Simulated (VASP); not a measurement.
# Cs (Pm-3m) in VASP: a series of runs

The runs below take Cs through single point, with LDA.

Program: VASP 6.6.1. These are calculated values, not measurements. Logs are shortened: lines on timing, memory, paths and dates and some standing lists are left out, and cuts for length are marked.

### 1 The cell of the first run

It takes space group Pm-3m (No. 221, cubic). The conventional cell has a = 4.535 Å, b = 4.535 Å, c = 4.535 Å, α = 90.00°, β = 90.00°, γ = 90.00°.

This isn't the form of Cs at room conditions, which is bcc.

### 2 Single point, LDA (93.27 Å³/atom)

INCAR reads:

```
SYSTEM = Cs
PREC     = Accurate       ! precision mode
ENCUT    = 520            ! plane-wave cutoff, eV
EDIFF    = 1E-7           ! SCF threshold, eV
ISMEAR   = -1             ! smearing method
SIGMA    = 0.1            ! smearing width, eV
LREAL    = .FALSE.        ! projectors in reciprocal space
LASPH    = .TRUE.         ! aspherical terms in the spheres
NELM     = 60             ! most SCF steps
ALGO     = Normal         ! electronic algorithm
ISIF     = 2              ! what is computed and relaxed
LWAVE    = .FALSE.        ! write WAVECAR
LCHARG   = .FALSE.        ! write CHGCAR
GGA      = CA             ! functional
NBANDS   = 10             ! bands
```

KPOINTS reads:

```
regular mesh
0
G
  8 8 8
  0 0 0
```

POSCAR reads:

```
Cs
1.0
    4.5350542246      0.0000000000      0.0000000000
    0.0000000000      4.5350542246      0.0000000000
    0.0000000000      0.0000000000      4.5350542246
Cs
1
Direct
    0.0000000000      0.0000000000      0.0000000000
```

Potentials or basis: VASP PAW LDA potentials, release 64 (Cs_sv).

Command:

```console
$ cat potpaw_LDA.64/Cs_sv/POTCAR > POTCAR
$ mpirun -np 1 vasp_std > vasp.out
```

OUTCAR:

```text
SYSTEM = Cs
   PREC = Accurate
   ENCUT = 520
   EDIFF = 1E-7
   ISMEAR = -1
   LREAL = .FALSE.
   LASPH = .TRUE.
   NELM = 60
   ISIF = 2
   GGA = CA

 ion  position               nearest neighbor table
   1  0.000  0.000  0.000-

  LATTYP: Found a simple cubic cell.
 ALAT       =     4.5350542246

  Lattice vectors:

 A1 = (   4.5350542246,   0.0000000000,   0.0000000000)
 A2 = (   0.0000000000,   4.5350542246,   0.0000000000)
 A3 = (   0.0000000000,   0.0000000000,   4.5350542246)

Analysis of symmetry for initial positions (statically):
=====================================================================
 Subroutine PRICEL returns:
 Original cell was already a primitive cell.

 Routine SETGRP: Setting up the symmetry group for a
 simple cubic supercell.

 Subroutine GETGRP returns: Found 48 space group operations
 (whereof 48 operations were pure point group operations)
 out of a pool of 48 trial point group operations.

The static configuration has the point symmetry O_h .

Analysis of symmetry for dynamics (positions and initial velocities):
=====================================================================
 Subroutine PRICEL returns:
 Original cell was already a primitive cell.

 Routine SETGRP: Setting up the symmetry group for a
 simple cubic supercell.

 Subroutine GETGRP returns: Found 48 space group operations
 (whereof 48 operations were pure point group operations)
 out of a pool of 48 trial point group operations.

The dynamic configuration has the point symmetry O_h .

 Subroutine INISYM returns: Found 48 space group operations
 (whereof 48 operations are pure point group operations),
 and found     1 'primitive' translations

----------------------------------------------------------------------------------------

                                     Primitive cell

  volume of cell :      93.2712

  direct lattice vectors                    reciprocal lattice vectors
     4.535054225  0.000000000  0.000000000     0.220504530  0.000000000  0.000000000
     0.000000000  4.535054225  0.000000000     0.000000000  0.220504530  0.000000000
     0.000000000  0.000000000  4.535054225     0.000000000  0.000000000  0.220504530

  length of vectors
     4.535054225  4.535054225  4.535054225     0.220504530  0.220504530  0.220504530

  position of ions in fractional coordinates (direct lattice)
     0.000000000  0.000000000  0.000000000

  ion indices of the primitive-cell ions
   primitive index   ion index
                 1           1

----------------------------------------------------------------------------------------

 KPOINTS: regular mesh

Automatic generation of k-mesh.
 Grid dimensions read from file:
 generate k-points for:    8    8    8

 Generating k-lattice:

  Cartesian coordinates                     Fractional coordinates (reciprocal lattice)
     0.027563066  0.000000000  0.000000000     0.125000000  0.000000000  0.000000000
     0.000000000  0.027563066  0.000000000     0.000000000  0.125000000  0.000000000
     0.000000000  0.000000000  0.027563066     0.000000000  0.000000000  0.125000000

  Length of vectors
     0.027563066  0.027563066  0.027563066

  Shift w.r.t. Gamma in fractional coordinates (k-lattice)
     0.000000000  0.000000000  0.000000000

 Subroutine IBZKPT returns following result:
 ===========================================

 Found     35 irreducible k-points:

 Following reciprocal coordinates:
            Coordinates               Weight
  0.000000  0.000000  0.000000      1.000000
  0.125000  0.000000  0.000000      6.000000
  0.250000  0.000000  0.000000      6.000000
  0.375000  0.000000  0.000000      6.000000
  0.500000  0.000000  0.000000      3.000000
  0.125000  0.125000  0.000000     12.000000
[... 16 lines left out ...]
  0.375000  0.375000  0.125000     24.000000
  0.500000  0.375000  0.125000     24.000000
 [... further k-points ...]
   k-points           NKPTS =     35   k-points in BZ     NKDIM =     35   number of bands    NBANDS=     10
   number of dos      NEDOS =    301   number of ions     NIONS =      1
   total plane-waves  NPLWV =  46656
   dimension x,y,z NGX =    36 NGY =   36 NGZ =   36
   dimension x,y,z NGXF=    72 NGYF=   72 NGZF=   72
   ions per type =               1
   NGX,Y,Z   is equivalent  to a cutoff of  13.20, 13.20, 13.20 a.u.
   NGXF,Y,Z  is equivalent  to a cutoff of  26.39, 26.39, 26.39 a.u.
 SYSTEM =  Cs
   PREC   = accura    normal or accurate (medium, high low for compatibility)
   ISTART =      0    job   : 0-new  1-cont  2-samecut
   ICHARG =      2    charge: 1-file 2-atom 10-const
   ISPIN  =      1    spin polarized calculation?
   LNONCOLLINEAR =      F non collinear calculations
   LSORBIT =      F    spin-orbit coupling
   LASPH  =      T    aspherical Exc in radial PAW
   ENCUT  =  520.0 eV  38.22 Ry    6.18 a.u.   8.43  8.43  8.43*2*pi/ulx,y,z
   NELM   =     60;   NELMIN=  2; NELMDL= -5     # of ELM steps
   EDIFF  = 0.1E-06   stopping-criterion for ELM
   LREAL  =      F    real-space projection
   EDIFFG = 0.1E-05   stopping-criterion for IOM
   NSW    =      0    number of steps for IOM
   IBRION =     -1    ionic relax: 0-MD 1-quasi-New 2-CG
   NFREE  =      0    steps in history (QN), initial steepest desc. (CG)
   ISIF   =      2    stress and relaxation
   ISYM   =      2    0-nonsym 1-usesym 2-fastsym
   POTIM  = 0.5000    time-step for ionic-motion
   TEBEG  =    0.0;   TEEND  =   0.0 temperature during run
   PSTRESS=    0.0 pullay stress
   NELECT =       9.0000    total number of electrons
   NUPDOWN=      -1.0000    fix difference up-down
   EMIN   =  10.00;   EMAX   =-10.00  energy-range for DOS
   EFERMI =   0.00;   METHOD = LEGACY
   ISMEAR =    -1;   SIGMA  =   0.10  broadening in eV -4-tet -1-fermi 0-gaus
   EFERMI_NEDOS =   21; number of points for ismear=-14 and -15
   IALGO  =     38    algorithm
   IMIX   =      4    mixing-type and parameters
     AMIX     =   0.40;   BMIX     =  1.00
     AMIX_MAG =   1.60;   BMIX_MAG =  1.00
  volume/ion in A,a.u.               =      93.27       629.42
  Fermi-wavevector in a.u.,A,eV,Ry     =   0.750885  1.418966  7.671341  0.563828
  Thomas-Fermi vector in A             =   1.847738
   LORBIT       =      0    0 simple, 1 ext, 2 COOP (PROOUT), +10 PAW based schemes
   GGA     = CA    functional components
   LHFCALC =     F    Hartree Fock is set to
   AEXX    =    0.0000 exact exchange contribution
   IVDW    =     0    specifies the selected vdW correction
   LEPSILON=     F    determine dielectric tensor
   LRPA    =     F    only Hartree local field effects (RPA)
 non-spin polarized calculation
  energy-cutoff  :      520.00
  volume of cell :       93.27
 maximum number of plane-waves:      2535
 NGX is ok and might be reduce to    36
   NGX = 17   NGY = 17   NGZ = 17

 number of electron       9.0000000 magnetization

 Free energy of the ion-electron system (eV)
  ---------------------------------------------------
  ext. energy  EPLUGINS =         0.00000000
  ---------------------------------------------------
  free energy    TOTEN  =        -0.90139757 eV

  energy without entropy =       -0.85335353  energy(sigma->0) =       -0.87737555

 E-fermi :   0.8850     XC(G=0):  -6.0966

 val. band max:        0.8547517671   @ k =   0.3750   0.2500   0.1250
 cond. band min:       0.9050912875   @ k =   0.5000   0.5000   0.0000
 fundamental gap:      0.0503395204
 Fermi energy:         0.8850410360

 k-point     1 :       0.0000    0.0000    0.0000
  band No.  band energies     occupation
      1     -23.0304      2.00000
      2      -9.6600      2.00000
      3      -9.6600      2.00000
      4      -9.6600      2.00000
      5      -0.9991      2.00000
      6       2.0371      0.00002
      7       2.0371      0.00002
      8       5.8768      0.00000
      9       5.8768      0.00000
     10       5.8768      0.00000

 k-point     2 :       0.1250    0.0000    0.0000
  band No.  band energies     occupation
      1     -23.0269      2.00000
      2      -9.7247      2.00000
      3      -9.6545      2.00000
      4      -9.6545      2.00000
      5      -0.8292      2.00000
      6       2.0992      0.00001
      7       2.1503      0.00001
      8       5.3207      0.00000
      9       5.3207      0.00000
     10       5.9076      0.00000

 k-point     3 :       0.2500    0.0000    0.0000
  band No.  band energies     occupation
      1     -23.0184      2.00000
      2      -9.8746      2.00000
      3      -9.6410      2.00000
      4      -9.6410      2.00000
      5      -0.3777      1.99999
      6       2.2638      0.00000
      7       2.2775      0.00000
      8       4.6187      0.00000
      9       4.6187      0.00000
     10       5.6701      0.00000

 k-point     4 :       0.3750    0.0000    0.0000
  band No.  band energies     occupation
      1     -23.0099      2.00000
      2     -10.0165      2.00000
      3      -9.6275      2.00000
      4      -9.6275      2.00000
      5       0.2241      1.99731
      6       1.9750      0.00004
      7       2.4564      0.00000
      8       4.1498      0.00000
      9       4.1498      0.00000
     10       6.0734      0.00000

 k-point     5 :       0.5000    0.0000    0.0000
  band No.  band energies     occupation
      1     -23.0063      2.00000
      2     -10.0732      2.00000
      3      -9.6219      2.00000
      4      -9.6219      2.00000
      5       0.6457      1.83268
      6       1.5914      0.00171
      7       2.5476      0.00000
      8       3.9872      0.00000
      9       3.9872      0.00000
     10       6.1023      0.00000

 k-point     6 :       0.1250    0.1250    0.0000
  band No.  band energies     occupation
      1     -23.0234      2.00000
      2      -9.7227      2.00000
      3      -9.7145      2.00000
      4      -9.6490      2.00000
      5      -0.6612      2.00000
      6       2.1787      0.00000
      7       2.2534      0.00000
      8       4.7081      0.00000
      9       5.2152      0.00000
     10       5.5819      0.00000
[... 183 lines left out ...]
 k-point    21 :       0.3750    0.2500    0.1250
  band No.  band energies     occupation
      1     -22.9948      2.00000
      2      -9.9800      2.00000
      3      -9.8247      2.00000
      4      -9.6691      2.00000
      5       0.8548      1.15030
      6       2.0144      0.00002
      7       2.9455      0.00000
      8       3.4532      0.00000
      9       4.2880      0.00000
     10       4.6132      0.00000

 k-point    22 :       0.5000    0.2500    0.1250
  band No.  band energies     occupation
      1     -22.9913      2.00000
      2     -10.0347      2.00000
      3      -9.8175      2.00000
      4      -9.6631      2.00000
      5       1.2982      0.03161
      6       1.5649      0.00223
      7       3.0817      0.00000
      8       3.2092      0.00000
      9       4.6052      0.00000
     10       4.6361      0.00000

 k-point    23 :       0.3750    0.3750    0.1250
  band No.  band energies     occupation
      1     -22.9865      2.00000
      2      -9.9630      2.00000
      3      -9.9559      2.00000
      4      -9.6552      2.00000
      5       1.0599      0.29635
      6       2.0428      0.00002
      7       3.0526      0.00000
      8       3.4002      0.00000
      9       4.4431      0.00000
     10       4.6405      0.00000

 k-point    24 :       0.5000    0.3750    0.1250
  band No.  band energies     occupation
      1     -22.9831      2.00000
      2     -10.0134      2.00000
      3      -9.9510      2.00000
      4      -9.6494      2.00000
      5       1.0883      0.23157
      6       2.1296      0.00001
      7       3.0237      0.00000
      8       3.2921      0.00000
      9       4.6142      0.00000
     10       4.8315      0.00000

 [... further k-points ...]
[... 5 lines left out ...]
  --------------------------------------------------------------------------------------
  -------------------------------------------------------------------------------------
  Total        0.1393240      0.1393240      0.1393240      0.0000000     -0.0000000      0.0000000
  in kB        2.3932552      2.3932552      2.3932552      0.0000000     -0.0000000      0.0000000
  external PRESSURE =       2.3932552 kB  Pullay stress =       0.0000000 kB

 VOLUME and BASIS-vectors are now :
 -----------------------------------------------------------------------------
  energy-cutoff  :      520.00
  volume of cell :       93.27
      direct lattice vectors                 reciprocal lattice vectors
     4.535054225  0.000000000  0.000000000     0.220504530  0.000000000  0.000000000
     0.000000000  4.535054225  0.000000000     0.000000000  0.220504530  0.000000000
     0.000000000  0.000000000  4.535054225     0.000000000  0.000000000  0.220504530

 POSITION                                       TOTAL-FORCE (eV/Angst)
 -----------------------------------------------------------------------------------
      0.00000      0.00000      0.00000         0.000000      0.000000      0.000000
 -----------------------------------------------------------------------------------
    total drift:                                0.000000      0.000000     -0.000000

  FREE ENERGIE OF THE ION-ELECTRON SYSTEM (eV)
  ---------------------------------------------------
  free  energy   TOTEN  =        -0.9013975731 eV

  energy  without entropy=       -0.8533535300  energy(sigma->0) =       -0.87737555
```

Run time: 33 s. Hardware: 1 thread of AMD EPYC 7R13, shared host; peak memory 0.15 GiB.

Results:

- Free energy: -0.9014 eV
- Pressure: 0.2 GPa
- Band gap on the k mesh: zero (an odd number of electrons rules out a gap without spin polarisation)

Caveat: spin-orbit coupling is left out, which moves the levels of the heavy elements.

### 3 Single point, LDA

This run uses another cell than the first one, of 103.63 Å³/atom.

INCAR reads:

```
SYSTEM = Cs
PREC = Accurate ; ENCUT = 520
EDIFF = 1E-6 ; ISMEAR = -1
SIGMA = 0.1 ; LREAL = .False.
LASPH = .True. ; NELM = 80
ALGO = Normal ; ISIF = 2
LWAVE = .False. ; LCHARG = .False.
NBANDS = 10
```

KPOINTS reads:

```
Automatic mesh
0
Gamma
  8 8 8
  0 0 0
```

POSCAR reads:

```
Cs
1.0
    4.6971559676      0.0000000000      0.0000000000
    0.0000000000      4.6971559676      0.0000000000
    0.0000000000      0.0000000000      4.6971559676
Cs
1
Direct
    0.0000000000      0.0000000000      0.0000000000
```

Potentials or basis: VASP PAW LDA potentials, release 64 (Cs_sv).

Command:

```console
$ cat potpaw_LDA.64/Cs_sv/POTCAR > POTCAR
$ mpirun -np 1 vasp_std > vasp.out
```

Run time: 30 s. Hardware: 1 thread of AMD EPYC 7R13, shared host; peak memory 0.15 GiB.

The run converged. Its results:

```yaml
Free_energy: -0.9102 eV
Pressure: 0.0 GPa
Band_gap_on_the_k_mesh: zero (an odd number of electrons rules out a gap without spin polarisation)
```

Levels at points of the mesh, in eV from the Fermi level:
```
           k point  band 1  band 2  band 3  band 4  band 5  band 6  band 7  band 8
(0.00, 0.00, 0.00)  -23.94  -10.62  -10.62  -10.62   -1.80    1.20    1.20    4.67
(0.50, 0.00, 0.00)  -23.93  -10.92  -10.59  -10.59   -0.26    0.61    1.66    2.98
(0.50, 0.50, 0.00)  -23.91  -10.88  -10.88  -10.56    0.16    1.18    2.39    2.39
(0.50, 0.50, 0.50)  -23.90  -10.84  -10.84  -10.84    0.96    0.96    0.96    3.24
```

Caveat: spin-orbit coupling is left out, which moves the levels of the heavy elements.

### 4 Single point, LDA (103.63 Å³/atom)

This run uses another cell than the first one, of 103.63 Å³/atom.

INCAR reads:

```
SYSTEM = Cs
ALGO     = Normal         ! electronic algorithm
EDIFF    = 1E-7           ! SCF threshold, eV
ENCUT    = 520            ! plane-wave cutoff, eV
GGA      = CA             ! functional
ISIF     = 2              ! what is computed and relaxed
ISMEAR   = -1             ! smearing method
LASPH    = .True.         ! aspherical terms in the spheres
LCHARG   = .False.        ! write CHGCAR
LREAL    = .False.        ! projectors in reciprocal space
LWAVE    = .False.        ! write WAVECAR
NBANDS   = 10             ! bands
NELM     = 100            ! most SCF steps
PREC     = Accurate       ! precision mode
SIGMA    = 0.1            ! smearing width, eV
```

KPOINTS reads:

```
k-points
0
Gamma
  8 8 8
  0 0 0
```

POSCAR is that of step 3.

Command:

```console
$ cat potpaw_LDA.64/Cs_sv/POTCAR > POTCAR
$ mpirun -np 1 vasp_std > vasp.out
```

Wall time 29 s (1 thread of AMD EPYC 7R13, shared host); peak memory 0.15 GiB.

Results (log left out):

```yaml
Free_energy: -0.9102 eV
Pressure: 0.0 GPa
Band_gap_on_the_k_mesh: zero (an odd number of electrons rules out a gap without spin polarisation)
```

Levels at points of the mesh, in eV from the Fermi level:
```tsv
k point	band 2	band 3	band 4	band 5	band 6	band 7
(0.00, 0.00, 0.00)	-10.62	-10.62	-10.62	-1.80	1.20	1.20
(0.50, 0.00, 0.00)	-10.92	-10.59	-10.59	-0.26	0.61	1.66
(0.50, 0.50, 0.00)	-10.88	-10.88	-10.56	0.16	1.18	2.39
(0.50, 0.50, 0.50)	-10.84	-10.84	-10.84	0.96	0.96	0.96
```

Caveat: spin-orbit coupling is left out, which moves the levels of the heavy elements.

[end of part 1 of 2]

The gap in the log of VASP goes by the Fermi energy; the results here count the filled bands.